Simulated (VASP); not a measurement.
# GeN in VASP: single point with PBE

Aim: the single point of GeN with PBE.

Everything below comes from runs of VASP 6.6.1. Logs are shortened: lines on timing, memory, paths and dates and some standing lists are left out, and cuts for length are marked.

**1. The cell of the first run**

The typed cell holds 2 atoms: a = 2.816 Å, b = 2.816 Å, c = 2.815 Å, α = 90.00°, β = 90.00°, γ = 90.00°.

The cell was built from a structure type or drawn by symmetry, and may not be a known phase.

**2. Single point, PBE**

The input, INCAR:

```
SYSTEM = GeN
PREC     = Accurate       ! precision mode
ENCUT    = 600            ! plane-wave cutoff, eV
EDIFF    = 1E-6           ! SCF threshold, eV
ISMEAR   = 0              ! smearing method
SIGMA    = 0.2            ! smearing width, eV
LREAL    = .FALSE.        ! projectors in reciprocal space
LASPH    = .TRUE.         ! aspherical terms in the spheres
NELM     = 120            ! most SCF steps
ALGO     = Normal         ! electronic algorithm
ISIF     = 2              ! what is computed and relaxed
LWAVE    = .FALSE.        ! write WAVECAR
LCHARG   = .FALSE.        ! write CHGCAR
GGA      = PE             ! functional
NBANDS   = 16             ! bands
GGA_COMPAT= .FALSE.
```

The input, KPOINTS:

```
Automatic mesh
0
G
  6 6 6
  0 0 0
```

The input, POSCAR:

```
GeN
1.0
    2.8155574480      0.0000000000      0.0000000000
    0.0000000000      2.8155574480      0.0000000000
    0.0000000000      0.0000000000      2.8149417757
Ge N
1 1
Direct
    0.5000000000      0.5000000000      0.5000000000
    0.0000000000      0.0000000000      0.0000000000
```

Potentials or basis: VASP PAW PBE potentials, release 64 (Ge_d, N).

The run is started by

```bash
$ cat potpaw_PBE.64/Ge_d/POTCAR potpaw_PBE.64/N/POTCAR > POTCAR
$ mpirun -np 1 vasp_std > vasp.out
```

OUTCAR:

```text
SYSTEM = GeN
   PREC = Accurate
   ENCUT = 600
   EDIFF = 1E-6
   ISMEAR = 0
   LREAL = .FALSE.
   LASPH = .TRUE.
   NELM = 120
   ISIF = 2
   GGA = PE

 ion  position               nearest neighbor table
   1  0.500  0.500  0.500-
   2  0.000  0.000  0.000-

  LATTYP: Found a simple tetragonal cell.
 ALAT       =     2.8155574480
 C/A-ratio  =     0.9997813320

  Lattice vectors:

 A1 = (   2.8155574480,   0.0000000000,   0.0000000000)
 A2 = (   0.0000000000,   2.8155574480,   0.0000000000)
 A3 = (   0.0000000000,   0.0000000000,   2.8149417757)

Analysis of symmetry for initial positions (statically):
=====================================================================
 Subroutine PRICEL returns:
 Original cell was already a primitive cell.

 Routine SETGRP: Setting up the symmetry group for a
 simple tetragonal supercell.

 Subroutine GETGRP returns: Found 16 space group operations
 (whereof 16 operations were pure point group operations)
 out of a pool of 16 trial point group operations.

The static configuration has the point symmetry D_4h.

Analysis of symmetry for dynamics (positions and initial velocities):
=====================================================================
 Subroutine PRICEL returns:
 Original cell was already a primitive cell.

 Routine SETGRP: Setting up the symmetry group for a
 simple tetragonal supercell.

 Subroutine GETGRP returns: Found 16 space group operations
 (whereof 16 operations were pure point group operations)
 out of a pool of 16 trial point group operations.

The dynamic configuration has the point symmetry D_4h.

 Subroutine INISYM returns: Found 16 space group operations
 (whereof 16 operations are pure point group operations),
 and found     1 'primitive' translations

----------------------------------------------------------------------------------------

                                     Primitive cell

  volume of cell :      22.3151

  direct lattice vectors                    reciprocal lattice vectors
     2.815557448  0.000000000  0.000000000     0.355169453  0.000000000  0.000000000
     0.000000000  2.815557448  0.000000000     0.000000000  0.355169453  0.000000000
     0.000000000  0.000000000  2.814941776     0.000000000  0.000000000  0.355247135

  length of vectors
     2.815557448  2.815557448  2.814941776     0.355169453  0.355169453  0.355247135

  position of ions in fractional coordinates (direct lattice)
     0.500000000  0.500000000  0.500000000
[... 77 lines left out ...]
   NELM   =    120;   NELMIN=  2; NELMDL= -5     # of ELM steps
   EDIFF  = 0.1E-05   stopping-criterion for ELM
   LREAL  =      F    real-space projection
   EDIFFG = 0.1E-04   stopping-criterion for IOM
   NSW    =      0    number of steps for IOM
   IBRION =     -1    ionic relax: 0-MD 1-quasi-New 2-CG
   NFREE  =      0    steps in history (QN), initial steepest desc. (CG)
   ISIF   =      2    stress and relaxation
   ISYM   =      2    0-nonsym 1-usesym 2-fastsym
   POTIM  = 0.5000    time-step for ionic-motion
   TEBEG  =    0.0;   TEEND  =   0.0 temperature during run
   PSTRESS=    0.0 pullay stress
   NELECT =      19.0000    total number of electrons
   NUPDOWN=      -1.0000    fix difference up-down
   EMIN   =  10.00;   EMAX   =-10.00  energy-range for DOS
   EFERMI =   0.00;   METHOD = LEGACY
   ISMEAR =     0;   SIGMA  =   0.20  broadening in eV -4-tet -1-fermi 0-gaus
   EFERMI_NEDOS =   21; number of points for ismear=-14 and -15
   IALGO  =     38    algorithm
   IMIX   =      4    mixing-type and parameters
     AMIX     =   0.40;   BMIX     =  1.00
     AMIX_MAG =   1.60;   BMIX_MAG =  1.00
  volume/ion in A,a.u.               =      11.16        75.29
  Fermi-wavevector in a.u.,A,eV,Ry     =   1.551648  2.932190 32.757557  2.407613
  Thomas-Fermi vector in A             =   2.656137
   LORBIT       =      0    0 simple, 1 ext, 2 COOP (PROOUT), +10 PAW based schemes
   GGA     = PE    functional components
   LHFCALC =     F    Hartree Fock is set to
   AEXX    =    0.0000 exact exchange contribution
   IVDW    =     0    specifies the selected vdW correction
   LEPSILON=     F    determine dielectric tensor
   LRPA    =     F    only Hartree local field effects (RPA)
 non-spin polarized calculation
 Gauss-broadening in eV      SIGMA  =   0.20
  energy-cutoff  :      600.00
  volume of cell :       22.32
 maximum number of plane-waves:       768
 NGX is ok and might be reduce to    24
   NGX = 11   NGY = 11   NGZ = 11

 number of electron      18.9999990 magnetization

 Free energy of the ion-electron system (eV)
  ---------------------------------------------------
  ext. energy  EPLUGINS =         0.00000000
  ---------------------------------------------------
  free energy    TOTEN  =       -10.09364831 eV

  energy without entropy =      -10.07787719  energy(sigma->0) =      -10.08576275

 E-fermi :   7.8249     XC(G=0): -12.5001

 val. band max:        7.7595269934   @ k =   0.3333   0.0000   0.0000
 cond. band min:       7.8963259800   @ k =   0.5000   0.0000   0.3333
 fundamental gap:      0.1367989866
 Fermi energy:         7.8249122495

 k-point     1 :       0.0000    0.0000    0.0000
  band No.  band energies     occupation
      1     -17.1911      2.00000
      2     -17.1909      2.00000
      3     -17.0047      2.00000
      4     -17.0047      2.00000
      5     -17.0047      2.00000
      6      -9.3532      2.00000
[... 433 lines left out ...]
      3     -17.0485      2.00000
      4     -17.0348      2.00000
      5     -16.9902      2.00000
      6      -5.5672      2.00000
[... 8 lines left out ...]
     15      24.6975      0.00000
     16      24.8042      0.00000

 [... further k-points ...]

------------------------ aborting loop because EDIFF is reached ----------------------------------------

  FORCE on cell =-STRESS in cart. coord.  units (eV):
  Direction    XX          YY          ZZ          XY          YZ          ZX
  --------------------------------------------------------------------------------------
  -------------------------------------------------------------------------------------
  Total       -0.0034354     -0.0034354      0.0059942      0.0000000      0.0000000      0.0000000
  in kB       -0.2466523     -0.2466523      0.4303731      0.0000000      0.0000000      0.0000000
  external PRESSURE =      -0.0209772 kB  Pullay stress =       0.0000000 kB

 VOLUME and BASIS-vectors are now :
 -----------------------------------------------------------------------------
  energy-cutoff  :      600.00
  volume of cell :       22.32
      direct lattice vectors                 reciprocal lattice vectors
     2.815557448  0.000000000  0.000000000     0.355169453  0.000000000  0.000000000
     0.000000000  2.815557448  0.000000000     0.000000000  0.355169453  0.000000000
     0.000000000  0.000000000  2.814941776     0.000000000  0.000000000  0.355247135

 POSITION                                       TOTAL-FORCE (eV/Angst)
 -----------------------------------------------------------------------------------
      1.40778      1.40778      1.40747         0.000000      0.000000      0.000000
      0.00000      0.00000      0.00000         0.000000      0.000000      0.000000
 -----------------------------------------------------------------------------------
    total drift:                                0.000000      0.000000     -0.000000

  FREE ENERGIE OF THE ION-ELECTRON SYSTEM (eV)
  ---------------------------------------------------
  free  energy   TOTEN  =       -10.0936483141 eV

  energy  without entropy=      -10.0778771895  energy(sigma->0) =      -10.08576275
```

Run time: 20 s. Hardware: 1 thread of Intel Xeon 8259CL, shared host; peak memory 0.14 GiB.

Results:

| Item | Value |
| --- | --- |
| Free energy | -10.0936 eV |
| Pressure | 0.0 GPa |
| Band gap on the k mesh | zero (an odd number of electrons rules out a gap without spin polarisation) |

Caveat: the k points lie up to 0.37 Å⁻¹ apart, too coarse for converged energies and pressures of a metal.
